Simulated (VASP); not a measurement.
# CdS in VASP: notebook

CdS is run at these levels: PBE; tasks: single point.

Program: VASP 6.6.1. These are calculated values, not measurements. Logs are shortened: lines on timing, memory, paths and dates and some standing lists are left out, and cuts for length are marked.

## 1. The cell of the first run

The typed cell holds 2 atoms: a = 4.196 Å, b = 4.196 Å, c = 4.196 Å, α = 60.00°, β = 60.00°, γ = 60.00°.

## 2. Single point, PBE

INCAR reads:

```
SYSTEM = CdS
PREC = Accurate
ENCUT = 500
EDIFF = 1E-6
ISMEAR = 0
SIGMA = 0.01
LREAL = .FALSE.
LASPH = .TRUE.
NELM = 120
ALGO = Normal
ISIF = 2
LWAVE = .FALSE.
LCHARG = .TRUE.
GGA = PE
LELF = .TRUE.
LVHAR = .TRUE.
NBANDS = 16
GGA_COMPAT = .FALSE.
```

KPOINTS reads:

```
Automatic mesh
0
Gamma
  1 1 1
  0.5 0.5 0.5
```

POSCAR reads:

```
CdS
1.0
    0.0000000000      2.9670733100      2.9670733100
    2.9670733100      0.0000000000      2.9670733100
    2.9670733100      2.9670733100      0.0000000000
Cd S
1 1
Direct
    0.0000000000      0.0000000000      0.0000000000
    0.2750000000      0.2500000000      0.2350000000
```

Potentials or basis: VASP PAW PBE potentials, release 64 (Cd, S).

Started as:

```bash
$ cat potpaw_PBE.64/Cd/POTCAR potpaw_PBE.64/S/POTCAR > POTCAR
$ mpirun -np 1 vasp_std > vasp.out
```

OUTCAR:

```text
SYSTEM = CdS
   PREC = Accurate
   ENCUT = 500
   EDIFF = 1E-6
   ISMEAR = 0
   LREAL = .FALSE.
   LASPH = .TRUE.
   NELM = 120
   ISIF = 2
   GGA = PE

 ion  position               nearest neighbor table
   1  0.000  0.000  0.000-   2 2.48   2 2.57   2 2.61   2 2.62
   2  0.275  0.250  0.235-   1 2.48   1 2.57   1 2.61   1 2.62

  LATTYP: Found a face centered cubic cell.
 ALAT       =     5.9341466200

  Lattice vectors:

 A1 = (   0.0000000000,   2.9670733100,   2.9670733100)
 A2 = (   2.9670733100,   0.0000000000,   2.9670733100)
 A3 = (   2.9670733100,   2.9670733100,   0.0000000000)

Analysis of symmetry for initial positions (statically):
=====================================================================
 Subroutine PRICEL returns:
 Original cell was already a primitive cell.

 Routine SETGRP: Setting up the symmetry group for a
 face centered cubic supercell.

 Subroutine GETGRP returns: Found  1 space group operations
 (whereof  1 operations were pure point group operations)
 out of a pool of 48 trial point group operations.

The static configuration has the point symmetry C_1 .

Analysis of symmetry for dynamics (positions and initial velocities):
=====================================================================
 Subroutine PRICEL returns:
 Original cell was already a primitive cell.

 Routine SETGRP: Setting up the symmetry group for a
 face centered cubic supercell.

 Subroutine GETGRP returns: Found  1 space group operations
 (whereof  1 operations were pure point group operations)
 out of a pool of 48 trial point group operations.

The dynamic configuration has the point symmetry C_1 .

 Subroutine INISYM returns: Found  1 space group operations
 (whereof  1 operations are pure point group operations),
 and found     1 'primitive' translations

----------------------------------------------------------------------------------------

                                     Primitive cell

  volume of cell :      52.2414

  direct lattice vectors                    reciprocal lattice vectors
     0.000000000  2.967073310  2.967073310    -0.168516227  0.168516227  0.168516227
     2.967073310  0.000000000  2.967073310     0.168516227 -0.168516227  0.168516227
     2.967073310  2.967073310  0.000000000     0.168516227  0.168516227 -0.168516227

  length of vectors
[... 59 lines left out ...]
   ENCUT  =  500.0 eV  36.75 Ry    6.06 a.u.   7.65  7.65  7.65*2*pi/ulx,y,z
   NELM   =    120;   NELMIN=  2; NELMDL= -5     # of ELM steps
   EDIFF  = 0.1E-05   stopping-criterion for ELM
   LREAL  =      F    real-space projection
   EDIFFG = 0.1E-04   stopping-criterion for IOM
   NSW    =      0    number of steps for IOM
   IBRION =     -1    ionic relax: 0-MD 1-quasi-New 2-CG
   NFREE  =      0    steps in history (QN), initial steepest desc. (CG)
   ISIF   =      2    stress and relaxation
   ISYM   =      2    0-nonsym 1-usesym 2-fastsym
   POTIM  = 0.5000    time-step for ionic-motion
   TEBEG  =    0.0;   TEEND  =   0.0 temperature during run
   PSTRESS=    0.0 pullay stress
   NELECT =      18.0000    total number of electrons
   NUPDOWN=      -1.0000    fix difference up-down
   EMIN   =  10.00;   EMAX   =-10.00  energy-range for DOS
   EFERMI =   0.00;   METHOD = LEGACY
   ISMEAR =     0;   SIGMA  =   0.01  broadening in eV -4-tet -1-fermi 0-gaus
   EFERMI_NEDOS =   21; number of points for ismear=-14 and -15
   IALGO  =     38    algorithm
   IMIX   =      4    mixing-type and parameters
     AMIX     =   0.40;   BMIX     =  1.00
     AMIX_MAG =   1.60;   BMIX_MAG =  1.00
  volume/ion in A,a.u.               =      26.12       176.27
  Fermi-wavevector in a.u.,A,eV,Ry     =   1.147697  2.168834 17.921720  1.317209
  Thomas-Fermi vector in A             =   2.284376
   LORBIT       =      0    0 simple, 1 ext, 2 COOP (PROOUT), +10 PAW based schemes
   GGA     = PE    functional components
   LHFCALC =     F    Hartree Fock is set to
   AEXX    =    0.0000 exact exchange contribution
   IVDW    =     0    specifies the selected vdW correction
   LEPSILON=     F    determine dielectric tensor
   LRPA    =     F    only Hartree local field effects (RPA)
 non-spin polarized calculation
 Gauss-broadening in eV      SIGMA  =   0.01
  energy-cutoff  :      500.00
  volume of cell :       52.24
 maximum number of plane-waves:      1350
 NGX is ok and might be reduce to    32

 number of electron      18.0000001 magnetization

 Free energy of the ion-electron system (eV)
  ---------------------------------------------------
  ext. energy  EPLUGINS =         0.00000000
  ---------------------------------------------------
  free energy    TOTEN  =        -5.24617437 eV

  energy without entropy =       -5.24617437  energy(sigma->0) =       -5.24617437

 E-fermi :   0.7268     XC(G=0):  -8.8118

 val. band max:        0.6369996460   @ k =   0.5000   0.5000   0.5000
 cond. band min:       3.8706039892   @ k =   0.0000   0.0000   0.5000
 fundamental gap:      3.2336043433
 Fermi energy:         0.7267790384

 k-point     1 :       0.5000    0.5000    0.5000
  band No.  band energies     occupation
      1     -10.4490      2.00000
      2      -6.6535      2.00000
      3      -6.6218      2.00000
      4      -6.3120      2.00000
      5      -6.2993      2.00000
      6      -5.9571      2.00000
[... 53 lines left out ...]
      3      -6.6054      2.00000
      4      -6.3134      2.00000
      5      -6.2990      2.00000
      6      -5.9613      2.00000
[... 8 lines left out ...]
     15      13.3559      0.00000
     16      13.6282      0.00000

------------------------ aborting loop because EDIFF is reached ----------------------------------------

  FORCE on cell =-STRESS in cart. coord.  units (eV):
  Direction    XX          YY          ZZ          XY          YZ          ZX
  --------------------------------------------------------------------------------------
  -------------------------------------------------------------------------------------
  Total        1.1498492      1.1589053      1.1214087     -0.4564251      0.3011316     -0.2336034
  in kB       35.2644103     35.5421511     34.3921785    -13.9979768      9.2353241     -7.1643205
  external PRESSURE =      35.0662466 kB  Pullay stress =       0.0000000 kB

 VOLUME and BASIS-vectors are now :
 -----------------------------------------------------------------------------
  energy-cutoff  :      500.00
  volume of cell :       52.24
      direct lattice vectors                 reciprocal lattice vectors
     0.000000000  2.967073310  2.967073310    -0.168516227  0.168516227  0.168516227
     2.967073310  0.000000000  2.967073310     0.168516227 -0.168516227  0.168516227
     2.967073310  2.967073310  0.000000000     0.168516227  0.168516227 -0.168516227

 POSITION                                       TOTAL-FORCE (eV/Angst)
 -----------------------------------------------------------------------------------
      0.00000      0.00000      0.00000        -0.255705      0.206672      0.374418
      1.43903      1.51321      1.55771         0.255705     -0.206672     -0.374418
 -----------------------------------------------------------------------------------
    total drift:                               -0.000011      0.000004     -0.000019

  FREE ENERGIE OF THE ION-ELECTRON SYSTEM (eV)
  ---------------------------------------------------
  free  energy   TOTEN  =        -5.2461743686 eV

  energy  without entropy=       -5.2461743686  energy(sigma->0) =       -5.24617437
```

Run time: 4.9 s. Hardware: 1 thread of AMD EPYC 9R45 (Zen 5), shared host; peak memory 0.14 GiB.

What came out:

```yaml
Free_energy: -5.2462 eV
Pressure: 3.5 GPa
Largest_force: 0.498 eV/Å
Band_gap_on_the_k_mesh: 3.23 eV, indirect (the least direct gap lies 2.9 meV higher)
```

Forces on the atoms (eV/Å):
```
Cd  -0.256  0.207  0.374
S    0.256 -0.207 -0.374
```

Stress tensor (GPa, compression positive):
```
 3.53 -1.40 -0.72
-1.40  3.55  0.92
-0.72  0.92  3.44
```

Levels at points of the mesh, in eV from the valence-band top:
```tsv
k point	band 6	band 7	band 8	band 9	band 10	band 11	band 12	band 13
(0.50, 0.50, 0.50)	-6.59	-3.59	-0.22	0.00	3.26	7.10	7.54	7.71
(0.50, 0.00, 0.00)	-6.62	-3.84	-0.21	-0.13	3.44	7.35	7.51	7.81
(0.00, 0.00, 0.50)	-6.59	-3.55	-0.20	0.00	3.23	7.11	7.50	7.69
(0.00, 0.50, 0.00)	-6.60	-3.66	-0.24	-0.01	3.31	7.12	7.59	7.74
```

Caveat: the k points lie up to 1.83 Å⁻¹ apart. A k mesh can miss the band edges.

## 3. Single point, PBE

This run uses another cell than the first one, of 23.16 Å³/atom, 0.887 times its volume.

INCAR reads:

```
  PREC = Accurate
  ENCUT = 500
  EDIFF = 1E-6
  ISMEAR = 0
  SIGMA = 0.01
  LREAL = F
  LASPH = T
  NELM = 120
  ALGO = Normal
  ISIF = 2
  LWAVE = F
  LCHARG = F
  GGA = PE
  NBANDS = 16
  GGA_COMPAT = F
```

KPOINTS is that of step 2.

POSCAR reads:

```
CdS
1.0
    0.0000000000      2.8505955800      2.8505955800
    2.8505955800      0.0000000000      2.8505955800
    2.8505955800      2.8505955800      0.0000000000
Cd S
1 1
Direct
    0.0000000000      0.0000000000      0.0000000000
    0.2750000000      0.2500000000      0.2350000000
```

Potentials or basis: VASP PAW PBE potentials, release 64 (Cd, S).

Started as:

```bash
$ cat potpaw_PBE.64/Cd/POTCAR potpaw_PBE.64/S/POTCAR > POTCAR
$ mpirun -np 1 vasp_std > vasp.out
```

Run time: 3.8 s. Hardware: 1 thread of AMD EPYC 9R45 (Zen 5), shared host; peak memory 0.13 GiB.

The run converged. Its results:

```yaml
Free_energy: -4.9595 eV
Pressure: 12.9 GPa
Largest_force: 0.747 eV/Å
Band_gap_on_the_k_mesh: 3.60 eV, direct
```

Forces in eV/Å, atoms in the order of the input:
```
Cd  -0.382  0.307  0.563
S    0.382 -0.307 -0.563
```

Stress tensor (GPa, compression positive):
```
12.98 -2.84 -1.36
-2.84 13.03  1.82
-1.36  1.82 12.80
```

Levels at points of the mesh, in eV from the valence-band top:
| k point | band 5 | band 6 | band 7 | band 8 | band 9 | band 10 | band 11 | band 12 | band 13 | band 14 |
| --- | --- | --- | --- | --- | --- | --- | --- | --- | --- | --- |
| (0.50, 0.50, 0.50) | -7.03 | -6.59 | -4.17 | -0.23 | 0.00 | 3.62 | 7.27 | 7.71 | 8.22 | 11.89 |
| (0.50, 0.00, 0.00) | -7.05 | -6.64 | -4.41 | -0.26 | -0.18 | 3.78 | 7.52 | 7.68 | 8.33 | 11.79 |
| (0.00, 0.00, 0.50) | -7.03 | -6.59 | -4.13 | -0.20 | 0.00 | 3.60 | 7.27 | 7.67 | 8.20 | 11.90 |
| (0.00, 0.50, 0.00) | -7.03 | -6.60 | -4.24 | -0.27 | -0.02 | 3.66 | 7.28 | 7.76 | 8.24 | 11.85 |

Caveat: the k points lie up to 1.91 Å⁻¹ apart.

## 4. Single point, PBE

This run uses another cell than the first one, of 23.16 Å³/atom, 0.887 times its volume.

INCAR reads:

```
PREC = Accurate ; ENCUT = 500
EDIFF = 1E-6 ; ISMEAR = 0
SIGMA = 0.01 ; LREAL = F
LASPH = T ; NELM = 120
ALGO = Normal ; ISIF = 2
LWAVE = F ; LCHARG = F
GGA = PE ; NBANDS = 16
GGA_COMPAT = F
```

KPOINTS reads:

```
regular mesh
0
Gamma
  2 2 2
```

POSCAR, as its differences from that of step 3:

```diff
@@ -9,2 +9,2 @@
     0.0000000000      0.0000000000      0.0000000000
-    0.2750000000      0.2500000000      0.2350000000
+    0.2500000000      0.2500000000      0.2500000000
```

Potentials or basis: VASP PAW PBE potentials, release 64 (Cd, S).

Started as:

```bash
$ cat potpaw_PBE.64/Cd/POTCAR potpaw_PBE.64/S/POTCAR > POTCAR
$ mpirun -np 1 vasp_std > vasp.out
```

OUTCAR:

```text
PREC = Accurate
   ENCUT = 500
   EDIFF = 1E-6
   ISMEAR = 0
   LREAL = F
   LASPH = T
   NELM = 120
   ISIF = 2
   GGA = PE

 ion  position               nearest neighbor table
   1  0.000  0.000  0.000-   2 2.47   2 2.47   2 2.47   2 2.47
   2  0.250  0.250  0.250-   1 2.47   1 2.47   1 2.47   1 2.47

  LATTYP: Found a face centered cubic cell.
 ALAT       =     5.7011911600

  Lattice vectors:

 A1 = (   0.0000000000,   2.8505955800,   2.8505955800)
 A2 = (   2.8505955800,   0.0000000000,   2.8505955800)
 A3 = (   2.8505955800,   2.8505955800,   0.0000000000)

Analysis of symmetry for initial positions (statically):
=====================================================================
 Subroutine PRICEL returns:
 Original cell was already a primitive cell.

 Routine SETGRP: Setting up the symmetry group for a
 face centered cubic supercell.

 Subroutine GETGRP returns: Found 24 space group operations
 (whereof 24 operations were pure point group operations)
 out of a pool of 48 trial point group operations.

The static configuration has the point symmetry T_d .

Analysis of symmetry for dynamics (positions and initial velocities):
=====================================================================
 Subroutine PRICEL returns:
 Original cell was already a primitive cell.

 Routine SETGRP: Setting up the symmetry group for a
 face centered cubic supercell.

 Subroutine GETGRP returns: Found 24 space group operations
 (whereof 24 operations were pure point group operations)
 out of a pool of 48 trial point group operations.

The dynamic configuration has the point symmetry T_d .

 Subroutine INISYM returns: Found 24 space group operations
 (whereof 24 operations are pure point group operations),
 and found     1 'primitive' translations

----------------------------------------------------------------------------------------

                                     Primitive cell
[... 87 lines left out ...]
   IMIX   =      4    mixing-type and parameters
     AMIX     =   0.40;   BMIX     =  1.00
     AMIX_MAG =   1.60;   BMIX_MAG =  1.00
  volume/ion in A,a.u.               =      23.16       156.32
  Fermi-wavevector in a.u.,A,eV,Ry     =   1.194593  2.257454 19.416236  1.427053
  Thomas-Fermi vector in A             =   2.330580
   LORBIT       =      0    0 simple, 1 ext, 2 COOP (PROOUT), +10 PAW based schemes
   GGA     = PE    functional components
   LHFCALC =     F    Hartree Fock is set to
   AEXX    =    0.0000 exact exchange contribution
   IVDW    =     0    specifies the selected vdW correction
   LEPSILON=     F    determine dielectric tensor
   LRPA    =     F    only Hartree local field effects (RPA)
 non-spin polarized calculation
 Gauss-broadening in eV      SIGMA  =   0.01
  energy-cutoff  :      500.00
  volume of cell :       46.33
 maximum number of plane-waves:      1243
 NGX is ok and might be reduce to    30

 number of electron      18.0000002 magnetization

 Free energy of the ion-electron system (eV)
  ---------------------------------------------------
  ext. energy  EPLUGINS =         0.00000000
  ---------------------------------------------------
  free energy    TOTEN  =        -4.97660858 eV

  energy without entropy =       -4.97660858  energy(sigma->0) =       -4.97660858

 E-fermi :   2.3155     XC(G=0):  -9.3428

 val. band max:        2.2539898879   @ k =   0.0000   0.0000   0.0000
 cond. band min:       3.4101449967   @ k =   0.0000   0.0000   0.0000
 fundamental gap:      1.1561551088
 Fermi energy:         2.3155396810

 k-point     1 :       0.0000    0.0000    0.0000
  band No.  band energies     occupation
      1     -10.5307      2.00000
      2      -6.0920      2.00000
      3      -6.0920      2.00000
      4      -6.0920      2.00000
      5      -5.5578      2.00000
      6      -5.5578      2.00000
[... 34 lines left out ...]
      3      -5.6891      2.00000
      4      -5.6891      2.00000
      5      -5.4531      2.00000
      6      -4.9883      2.00000
[... 8 lines left out ...]
     15      14.4999      0.00000
     16      15.8386      0.00000

------------------------ aborting loop because EDIFF is reached ----------------------------------------

  FORCE on cell =-STRESS in cart. coord.  units (eV):
  Direction    XX          YY          ZZ          XY          YZ          ZX
  --------------------------------------------------------------------------------------
  -------------------------------------------------------------------------------------
  Total        3.5975935      3.5975935      3.5975935      0.0000000      0.0000000     -0.0000000
  in kB      124.4187571    124.4187571    124.4187571      0.0000000      0.0000000     -0.0000000
  external PRESSURE =     124.4187571 kB  Pullay stress =       0.0000000 kB

 VOLUME and BASIS-vectors are now :
 -----------------------------------------------------------------------------
  energy-cutoff  :      500.00
  volume of cell :       46.33
      direct lattice vectors                 reciprocal lattice vectors
     0.000000000  2.850595580  2.850595580    -0.175401942  0.175401942  0.175401942
     2.850595580  0.000000000  2.850595580     0.175401942 -0.175401942  0.175401942
     2.850595580  2.850595580  0.000000000     0.175401942  0.175401942 -0.175401942

 POSITION                                       TOTAL-FORCE (eV/Angst)
 -----------------------------------------------------------------------------------
      0.00000      0.00000      0.00000         0.000000      0.000000     -0.000000
      1.42530      1.42530      1.42530        -0.000000     -0.000000      0.000000
 -----------------------------------------------------------------------------------
    total drift:                               -0.000000     -0.000000     -0.000000

  FREE ENERGIE OF THE ION-ELECTRON SYSTEM (eV)
  ---------------------------------------------------
  free  energy   TOTEN  =        -4.9766085833 eV

  energy  without entropy=       -4.9766085833  energy(sigma->0) =       -4.97660858
```

It took 3.4 s on 1 thread of AMD EPYC 9R45 (Zen 5), shared host; peak memory 0.13 GiB.

Results:

| Property | Result |
| --- | --- |
| Free energy | -4.9766 eV |
| Pressure | 12.4 GPa |
| Band gap on the k mesh | 1.16 eV, direct |

Caveat: the k points lie up to 0.95 Å⁻¹ apart.

## 5. Overview

| cell | k mesh | gap on the mesh (eV) | pressure (GPa) | largest force (eV/Å) |
| --- | --- | --- | --- | --- |
| a = 4.196 Å, angles 60.0°, 2 atoms | 1 × 1 × 1, shifted | 3.23 | 3.5 | 0.50 |
| a = 4.031 Å, angles 60.0°, 2 atoms | 1 × 1 × 1, shifted | 3.60 | 12.9 | 0.75 |
| a = 4.031 Å, angles 60.0°, 2 atoms | 2 × 2 × 2 | 1.16 | 12.4 | - |

Some of these runs hold the atoms at other places in the same cell, which the table doesn't show; runs alike in all that it shows share one row.

Alike in all rows: task single point; level PBE; potentials or basis VASP PAW PBE potentials, release 64 (Cd, S); no spin polarisation; cutoff (eV) 500; smearing gaussian 0.01 eV.

Caveats: all runs use coarse meshes.

Absolute energies hang on the potentials; compare differences alone.
